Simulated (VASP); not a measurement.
Cs3Pt:

```xyz
4
Lattice="5.7777 0.0000 0.0000 0.0000 5.7777 0.0000 0.0000 0.0000 5.7777" Properties=species:S:1:pos:R:3 pbc="T T T"
Pt    2.8888    2.8888    2.8888
Cs    2.8888    0.0000    0.0000
Cs    0.0000    2.8888    0.0000
Cs    0.0000    0.0000    2.8888
```

Base run:

```yaml
Program: VASP 6.6.1
Functional: r2SCAN
Potentials_or_basis: VASP PAW PBE potentials, release 64 (Pt, Cs_sv)
Cutoff: 520 eV
k_mesh: 5 × 5 × 5
Occupations: methfessel-paxton, width 0.2 eV
Spin: no spin polarisation
```

Its results: pressure -0.7 GPa.

Q: The run is repeated on the same cell with these changes: functional from r2SCAN to PBE; occupations from methfessel-paxton, width 0.2 eV to gaussian, width 0.05 eV. What comes out?

A: Pressure -0.2 GPa.

Caveats: the PAW data sets were made with another functional, which shifts forces and pressure a little (some runs).
